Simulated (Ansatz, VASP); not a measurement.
## One calculation of NaHF2, two programs

```
CELL_PARAMETERS angstrom
1.73875 1.00387 4.57797
-1.73875 1.00387 4.57797
0.00000 -2.00774 4.57797
ATOMIC_POSITIONS crystal
Na 0.00000 0.00000 0.00000
H 0.50000 0.50000 0.50000
F 0.41684 0.41684 0.41684
F 0.58316 0.58316 0.58316
```

Alike in both runs: functional PBEsol; k mesh 9 × 9 × 9; occupations gaussian, width 0.02 eV; no spin polarisation.

Ansatz relaxed the structure, and its values are those at the end. VASP's run is a single point on that final structure, the one shown.

|  | VASP | Ansatz |
| --- | --- | --- |
| version | VASP 6.6.1 | Ansatz 0.2.0 |
| potentials or method | VASP PAW PBE potentials, release 64 (Na_sv, H, F), cutoff 970 eV | scalar-relativistic, plane waves, PAW |
| valence electrons in the cell | 24 | 24 |

VASP gave:

```
gap on the k mesh at the Fermi level (eV) : 6.89
least direct gap on the mesh (eV)         : 7.06
pressure (GPa)                            : -0.1
rms of the force components (eV/Å)        : 0.018
```

Task: Which values does Ansatz return?

Result: gap on the k mesh at the Fermi level (eV): 6.91; least direct gap on the mesh (eV): 7.07; pressure (GPa): 0.0; rms of the force components (eV/Å): 0.000.

VASP's potentials were made for PBE, not for PBEsol. The functional is the same, so the differences come from potentials, cutoffs and numerics.
